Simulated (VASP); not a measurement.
# SrAl2O5 (Pmmn) in VASP: relaxation of shape and atoms at fixed volume with PBE

Aim: the relaxation of shape and atoms at fixed volume of SrAl2O5 with PBE.

All numbers are computed with VASP 6.6.1; they aren't measurements. Logs are shortened: lines on timing, memory, paths and dates and some standing lists are left out, and cuts for length are marked.

## 1. The cell of the first run

It takes space group Pmmn (No. 59, orthorhombic). The conventional cell has a = 3.588 Å, b = 10.832 Å, c = 6.028 Å, α = 90.00°, β = 90.00°, γ = 90.00°. Within 3.2 Å of Sr (site symmetry mm2) lie 8 O at 2.45 to 2.89 Å. Al (site symmetry m) has 5 O at 1.83 to 1.94 Å within 2.4 Å. Within 2.0 Å of O (site symmetry m) lie 1 O at 1.53 Å and 1 Al at 1.91 Å. O (site symmetry mm2) has 2 Al at 1.83 Å and 2 Sr at 2.45 Å within 2.5 Å. Within 2.6 Å of O (site symmetry m) lie 3 Al at 1.90 to 1.94 Å and 2 O at 2.54 Å.

## 2. Relaxation of shape and atoms at fixed volume, PBE (14.64 Å³/atom)

Contents of INCAR:

```
PREC = Accurate
ENCUT = 600
EDIFF = 1E-6
ISMEAR = 0
SIGMA = 0.02
LREAL = Auto
LASPH = T
NELM = 100
ALGO = Normal
ISIF = 4
LWAVE = F
LCHARG = F
GGA = PE
IBRION = 2
NSW = 50
EDIFFG = -0.01
```

Contents of KPOINTS:

```
Automatic mesh
0
Gamma
  6 2 4
```

Contents of POSCAR:

```
SrAl2O5
1.0
    3.5879289702      0.0000000000      0.0000000000
    0.0000000000     10.8317088507      0.0000000000
    0.0000000000      0.0000000000      6.0282519029
Sr Al O
2 4 10
Direct
    0.0000000000      0.5000000000      0.9387722245
    0.5000000000      0.0000000000      0.0612277755
    0.5000000000      0.6457160698      0.5088731199
    0.5000000000      0.3542839302      0.5088731199
    0.0000000000      0.1457160698      0.4911268801
    0.0000000000      0.8542839302      0.4911268801
    0.5000000000      0.5706401171      0.2229011475
    0.5000000000      0.4293598829      0.2229011475
    0.5000000000      0.5000000000      0.6627231500
    0.0000000000      0.6902746519      0.6036611518
    0.0000000000      0.3097253481      0.6036611518
    0.0000000000      0.0706401171      0.7770988525
    0.0000000000      0.9293598829      0.7770988525
    0.0000000000      0.0000000000      0.3372768500
    0.5000000000      0.1902746519      0.3963388482
    0.5000000000      0.8097253481      0.3963388482
```

Potentials or basis: VASP PAW PBE potentials, release 64 (Sr_sv, Al, O).

On the command line:

```bash
> cat potpaw_PBE.64/Sr_sv/POTCAR potpaw_PBE.64/Al/POTCAR potpaw_PBE.64/O/POTCAR > POTCAR
> mpirun -np 1 vasp_std > vasp.out
```

OUTCAR:

```text
PREC = Accurate
   ENCUT = 600
   EDIFF = 1E-6
   ISMEAR = 0
   LREAL = Auto
   LASPH = T
   NELM = 100
   ISIF = 4
   GGA = PE
   IBRION = 2
   NSW = 50
   EDIFFG = -0.01

 ion  position               nearest neighbor table
   1  0.000  0.500  0.939-   9 2.45   9 2.45   7 2.60   7 2.60   8 2.60   8 2.60  11 2.89  10 2.89
                             4 3.52   4 3.52   3 3.52   3 3.52   3 4.19   3 4.19   4 4.19   4 4.19
   2  0.500  0.000  0.061-  14 2.45  14 2.45  12 2.60  12 2.60  13 2.60  13 2.60  16 2.89  15 2.89
                             6 3.52   6 3.52   5 3.52   5 3.52   6 4.19   5 4.19   5 4.19   6 4.19
   3  0.500  0.646  0.509-   9 1.83  16 1.90   7 1.91  10 1.94  10 1.94   6 2.89   6 2.89   4 3.16
                             1 3.52   1 3.52   1 4.19   1 4.19
   4  0.500  0.354  0.509-   9 1.83  15 1.90   8 1.91  11 1.94  11 1.94   5 2.89   5 2.89   3 3.16
                             1 3.52   1 3.52   1 4.19   1 4.19
   5  0.000  0.146  0.491-  14 1.83  11 1.90  12 1.91  15 1.94  15 1.94   4 2.89   4 2.89   6 3.16
                             2 3.52   2 3.52   2 4.19   2 4.19
   6  0.000  0.854  0.491-  14 1.83  10 1.90  13 1.91  16 1.94  16 1.94   3 2.89   3 2.89   5 3.16
                             2 3.52   2 3.52   2 4.19   2 4.19
   7  0.500  0.571  0.223-   8 1.53   3 1.91   1 2.60   1 2.60
   8  0.500  0.429  0.223-   7 1.53   4 1.91   1 2.60   1 2.60
   9  0.500  0.500  0.663-   3 1.83   4 1.83   1 2.45   1 2.45
  10  0.000  0.690  0.604-   6 1.90   3 1.94   3 1.94   1 2.89
  11  0.000  0.310  0.604-   5 1.90   4 1.94   4 1.94   1 2.89
  12  0.000  0.071  0.777-  13 1.53   5 1.91   2 2.60   2 2.60
  13  0.000  0.929  0.777-  12 1.53   6 1.91   2 2.60   2 2.60
  14  0.000  0.000  0.337-   5 1.83   6 1.83   2 2.45   2 2.45
  15  0.500  0.190  0.396-   4 1.90   5 1.94   5 1.94   2 2.89
  16  0.500  0.810  0.396-   3 1.90   6 1.94   6 1.94   2 2.89

  LATTYP: Found a simple orthorhombic cell.
 ALAT       =     3.5879289702
 B/A-ratio  =     1.6801480612
 C/A-ratio  =     3.0189306814

  Lattice vectors:

 A1 = (  -3.5879289702,   0.0000000000,   0.0000000000)
 A2 = (   0.0000000000,   0.0000000000,   6.0282519029)
 A3 = (   0.0000000000,  10.8317088507,   0.0000000000)

Analysis of symmetry for initial positions (statically):
=====================================================================
 Subroutine PRICEL returns:
 Original cell was already a primitive cell.

 Routine SETGRP: Setting up the symmetry group for a
 simple orthorhombic supercell.

 Subroutine GETGRP returns: Found  8 space group operations
 (whereof  4 operations were pure point group operations)
 out of a pool of  8 trial point group operations.

The static configuration has the point symmetry C_2v.
 The point group associated with its full space group is D_2h.

Analysis of symmetry for dynamics (positions and initial velocities):
=====================================================================
 Subroutine PRICEL returns:
 Original cell was already a primitive cell.

 Routine SETGRP: Setting up the symmetry group for a
 simple orthorhombic supercell.

 Subroutine GETGRP returns: Found  8 space group operations
 (whereof  4 operations were pure point group operations)
 out of a pool of  8 trial point group operations.

The dynamic configuration has the point symmetry C_2v.
 The point group associated with its full space group is D_2h.

 Subroutine INISYM returns: Found  8 space group operations
 (whereof  4 operations are pure point group operations),
 and found     1 'primitive' translations

----------------------------------------------------------------------------------------

                                     Primitive cell

  volume of cell :     234.2784

  direct lattice vectors                    reciprocal lattice vectors
     3.587928970  0.000000000  0.000000000     0.278712318  0.000000000  0.000000000
     0.000000000 10.831708851  0.000000000     0.000000000  0.092321536  0.000000000
     0.000000000  0.000000000  6.028251903     0.000000000  0.000000000  0.165885569

  length of vectors
     3.587928970 10.831708851  6.028251903     0.278712318  0.092321536  0.165885569

  position of ions in fractional coordinates (direct lattice)
     0.000000000  0.500000000  0.938772224
     0.500000000  0.000000000  0.061227776
     0.500000000  0.645716070  0.508873120
     0.500000000  0.354283930  0.508873120
     0.000000000  0.145716070  0.491126880
     0.000000000  0.854283930  0.491126880
[... 8 lines left out ...]
     0.500000000  0.190274652  0.396338848
     0.500000000  0.809725348  0.396338848

  ion indices of the primitive-cell ions
   primitive index   ion index
                 1           1
                 2           2
                 3           3
                 4           4
                 5           5
                 6           6
[... 8 lines left out ...]
                15          15
                16          16

----------------------------------------------------------------------------------------

 KPOINTS: Automatic mesh

Automatic generation of k-mesh.
 Grid dimensions read from file:
 generate k-points for:    6    2    4

 Generating k-lattice:

  Cartesian coordinates                     Fractional coordinates (reciprocal lattice)
     0.046452053  0.000000000  0.000000000     0.166666667  0.000000000  0.000000000
     0.000000000  0.046160768  0.000000000     0.000000000  0.500000000  0.000000000
     0.000000000  0.000000000  0.041471392     0.000000000  0.000000000  0.250000000

  Length of vectors
     0.046452053  0.046160768  0.041471392

  Shift w.r.t. Gamma in fractional coordinates (k-lattice)
     0.000000000  0.000000000  0.000000000

 Subroutine IBZKPT returns following result:
 ===========================================

 Found     24 irreducible k-points:

 Following reciprocal coordinates:
            Coordinates               Weight
  0.000000  0.000000  0.000000      1.000000
  0.166667  0.000000  0.000000      2.000000
  0.333333  0.000000  0.000000      2.000000
  0.500000  0.000000  0.000000      1.000000
  0.000000  0.500000  0.000000      1.000000
  0.166667  0.500000  0.000000      2.000000
[... 16 lines left out ...]
  0.333333  0.500000  0.500000      2.000000
  0.500000  0.500000  0.500000      1.000000
   k-points           NKPTS =     24   k-points in BZ     NKDIM =     24   number of bands    NBANDS=     55
   number of dos      NEDOS =    301   number of ions     NIONS =     16
   total plane-waves  NPLWV = 129600
   dimension x,y,z NGX =    30 NGY =   90 NGZ =   48
   dimension x,y,z NGXF=    60 NGYF=  180 NGZF=   96
   ions per type =               2   4  10
   NGX,Y,Z   is equivalent  to a cutoff of  13.90, 13.81, 13.24 a.u.
   NGXF,Y,Z  is equivalent  to a cutoff of  27.80, 27.63, 26.47 a.u.
 SYSTEM =  unknown system
   PREC   = accura    normal or accurate (medium, high low for compatibility)
   ISTART =      0    job   : 0-new  1-cont  2-samecut
   ICHARG =      2    charge: 1-file 2-atom 10-const
   ISPIN  =      1    spin polarized calculation?
   LNONCOLLINEAR =      F non collinear calculations
   LSORBIT =      F    spin-orbit coupling
   LASPH  =      T    aspherical Exc in radial PAW
   ENCUT  =  600.0 eV  44.10 Ry    6.64 a.u.   7.17 21.63 12.04*2*pi/ulx,y,z
   NELM   =    100;   NELMIN=  2; NELMDL= -5     # of ELM steps
   EDIFF  = 0.1E-05   stopping-criterion for ELM
   LREAL  =      T    real-space projection
   EDIFFG = -.1E-01   stopping-criterion for IOM
   NSW    =     50    number of steps for IOM
   IBRION =      2    ionic relax: 0-MD 1-quasi-New 2-CG
   NFREE  =      1    steps in history (QN), initial steepest desc. (CG)
   ISIF   =      4    stress and relaxation
   ISYM   =      2    0-nonsym 1-usesym 2-fastsym
   POTIM  = 0.5000    time-step for ionic-motion
   TEBEG  =    0.0;   TEEND  =   0.0 temperature during run
   PSTRESS=    0.0 pullay stress
   NELECT =      92.0000    total number of electrons
   NUPDOWN=      -1.0000    fix difference up-down
   EMIN   =  10.00;   EMAX   =-10.00  energy-range for DOS
   EFERMI =   0.00;   METHOD = LEGACY
   ISMEAR =     0;   SIGMA  =   0.02  broadening in eV -4-tet -1-fermi 0-gaus
   EFERMI_NEDOS =   21; number of points for ismear=-14 and -15
   IALGO  =     38    algorithm
   IMIX   =      4    mixing-type and parameters
     AMIX     =   0.40;   BMIX     =  1.00
     AMIX_MAG =   1.60;   BMIX_MAG =  1.00
  volume/ion in A,a.u.               =      14.64        98.81
  Fermi-wavevector in a.u.,A,eV,Ry     =   1.198837  2.265473 19.554422  1.437209
  Thomas-Fermi vector in A             =   2.334715
   LORBIT       =      0    0 simple, 1 ext, 2 COOP (PROOUT), +10 PAW based schemes
   GGA     = PE    functional components
   LHFCALC =     F    Hartree Fock is set to
   AEXX    =    0.0000 exact exchange contribution
   IVDW    =     0    specifies the selected vdW correction
   LEPSILON=     F    determine dielectric tensor
   LRPA    =     F    only Hartree local field effects (RPA)
 conjugate gradient relaxation of ions
 non-spin polarized calculation
 Gauss-broadening in eV      SIGMA  =   0.02
  energy-cutoff  :      600.00
  volume of cell :      234.28
 maximum number of plane-waves:      7856
 NGX is ok and might be reduce to    30
   NGX = 15   NGY = 43   NGZ = 25

--------------------------------------- Ionic step        1  -------------------------------------------

 number of electron      92.0000011 magnetization

 Free energy of the ion-electron system (eV)
  ---------------------------------------------------
  ext. energy  EPLUGINS =         0.00000000
  ---------------------------------------------------
  free energy    TOTEN  =      -108.64479156 eV

  energy without entropy =     -108.64479156  energy(sigma->0) =     -108.64479156

------------------------ aborting loop because EDIFF is reached ----------------------------------------

  FORCE on cell =-STRESS in cart. coord.  units (eV):
  Direction    XX          YY          ZZ          XY          YZ          ZX
  --------------------------------------------------------------------------------------
  -------------------------------------------------------------------------------------
  Total       -8.1234145     -8.7604100     -7.7175282      0.0000000      0.0000000      0.0000000
  in kB      -55.5542114    -59.9104810    -52.7784463      0.0000000      0.0000000      0.0000000
  external PRESSURE =     -56.0810462 kB  Pullay stress =       0.0000000 kB
[... 131 lines left out ...]
  FREE ENERGIE OF THE ION-ELECTRON SYSTEM (eV)
  ---------------------------------------------------
  free  energy   TOTEN  =      -108.6560019674 eV

  energy  without entropy=     -108.6560019674  energy(sigma->0) =     -108.65600197

[... ionic steps 4 to 13 ...]

--------------------------------------- Ionic step       14  -------------------------------------------

 number of electron      92.0000012 magnetization

------------------------ aborting loop because EDIFF is reached ----------------------------------------
[... 95 lines left out ...]
--------------------------------------- Ionic step       16  -------------------------------------------

 number of electron      92.0000012 magnetization

 Free energy of the ion-electron system (eV)
  ---------------------------------------------------
  ext. energy  EPLUGINS =         0.00000000
  ---------------------------------------------------
  free energy    TOTEN  =      -108.66148706 eV

  energy without entropy =     -108.66148706  energy(sigma->0) =     -108.66148706

 E-fermi :   1.6649     XC(G=0):  -8.9753

 val. band max:        1.5684707578   @ k =   0.0000   0.0000   0.0000
 cond. band min:       4.8859007020   @ k =   0.0000   0.0000   0.0000
 fundamental gap:      3.3174299443
 Fermi energy:         1.6648784595

 k-point     1 :       0.0000    0.0000    0.0000
  band No.  band energies     occupation
      1     -31.0953      2.00000
      2     -31.0952      2.00000
      3     -18.7814      2.00000
      4     -18.7719      2.00000
      5     -16.1120      2.00000
      6     -15.9125      2.00000
[... 1424 lines left out ...]
  FREE ENERGIE OF THE ION-ELECTRON SYSTEM (eV)
  ---------------------------------------------------
  free  energy   TOTEN  =      -108.6614870630 eV

  energy  without entropy=     -108.6614870630  energy(sigma->0) =     -108.66148706

 reached required accuracy - stopping structural energy minimisation
```

Wall time 1.6 h (1 thread of Intel Xeon 8259CL, shared host); peak memory 0.54 GiB.

What came out:

| Quantity | Value |
| --- | --- |
| Free energy | -108.6615 eV |
| Energy gained by relaxing | 1.0 meV/atom |
| Ionic steps | 16 |
| Pressure after relaxing | -4.9 GPa |
| Largest force after relaxing | 0.009 eV/Å |
| Band gap on the k mesh | 3.32 eV |

Forces in eV/Å, atoms in the order of the input:
```
Sr   0.000  0.000 -0.009
Sr   0.000  0.000  0.009
Al   0.000  0.000 -0.008
Al   0.000  0.000 -0.008
Al   0.000  0.000  0.008
Al   0.000  0.000  0.008
O    0.000  0.005 -0.006
O    0.000 -0.005 -0.006
O    0.000  0.000 -0.003
O    0.000  0.003  0.002
O    0.000 -0.003  0.002
O    0.000  0.005  0.006
O    0.000 -0.005  0.006
O    0.000  0.000  0.003
O    0.000  0.003 -0.002
O    0.000 -0.003 -0.002
```

Step by step:
| step | energy change (eV) | largest force (eV/Å) | pressure (GPa) | volume (Å³) |
| --- | --- | --- | --- | --- |
| 1 | 0.0000 | 0.2211 | -5.61 | 234.28 |
| 2 | -0.0109 | 0.0957 | -5.18 | 234.28 |
| 3 | -0.0112 | 0.0950 | -5.10 | 234.28 |
| 4 | -0.0140 | 0.0699 | -5.02 | 234.28 |
| 5 | -0.0140 | 0.0675 | -5.02 | 234.28 |
| 6 | -0.0154 | 0.0369 | -4.94 | 234.28 |
| 7 | -0.0155 | 0.0357 | -4.92 | 234.28 |
| 8 | -0.0157 | 0.0276 | -4.92 | 234.28 |
| 9 | -0.0157 | 0.0203 | -4.92 | 234.28 |
| 10 | -0.0160 | 0.0167 | -4.91 | 234.28 |
| 11 | -0.0163 | 0.0498 | -4.90 | 234.28 |
| 12 | -0.0164 | 0.0428 | -4.90 | 234.28 |
| 13 | -0.0165 | 0.0282 | -4.90 | 234.28 |
| 14 | -0.0166 | 0.0164 | -4.88 | 234.28 |
| 15 | -0.0166 | 0.0137 | -4.87 | 234.28 |
| 16 | -0.0167 | 0.0092 | -4.87 | 234.28 |

Final structure:
```
CELL_PARAMETERS angstrom
3.58998 0.00000 0.00000
0.00000 10.79527 0.00000
0.00000 0.00000 6.04514
ATOMIC_POSITIONS crystal
Sr 0.00000 0.50000 0.93718
Sr 0.50000 0.00000 0.06282
Al 0.50000 0.64550 0.50737
Al 0.50000 0.35450 0.50737
Al 0.00000 0.14550 0.49263
Al 0.00000 0.85450 0.49263
O 0.50000 0.57061 0.22357
O 0.50000 0.42939 0.22357
O 0.50000 0.50000 0.66123
O 0.00000 0.68957 0.59809
O 0.00000 0.31043 0.59809
O 0.00000 0.07061 0.77643
O 0.00000 0.92939 0.77643
O 0.00000 0.00000 0.33877
O 0.50000 0.18957 0.40191
O 0.50000 0.81043 0.40191
```

Levels at points of the mesh, in eV from the valence-band top:
```
           k point  band 43  band 44  band 45  band 46  band 47  band 48  band 49  band 50
(0.00, 0.00, 0.00)    -0.62    -0.44    -0.05     0.00     3.32     3.70     4.06     5.51
(0.50, 0.00, 0.00)    -0.29    -0.29    -0.25    -0.25     4.00     4.00     6.16     6.16
(0.00, 0.50, 0.00)    -0.64    -0.64    -0.02    -0.02     3.39     3.39     4.78     4.78
(0.50, 0.50, 0.00)    -0.27    -0.27    -0.16    -0.16     3.99     3.99     5.96     5.96
(0.00, 0.00, 0.50)    -0.64    -0.40    -0.06     0.00     3.75     3.84     4.80     5.08
(0.50, 0.00, 0.50)    -0.35    -0.35    -0.26    -0.26     3.97     3.97     5.99     5.99
(0.00, 0.50, 0.50)    -0.59    -0.59    -0.03    -0.03     3.69     3.69     5.23     5.23
(0.50, 0.50, 0.50)    -0.34    -0.34    -0.17    -0.17     3.97     3.97     5.87     5.87
```

A k mesh can miss the band edges.
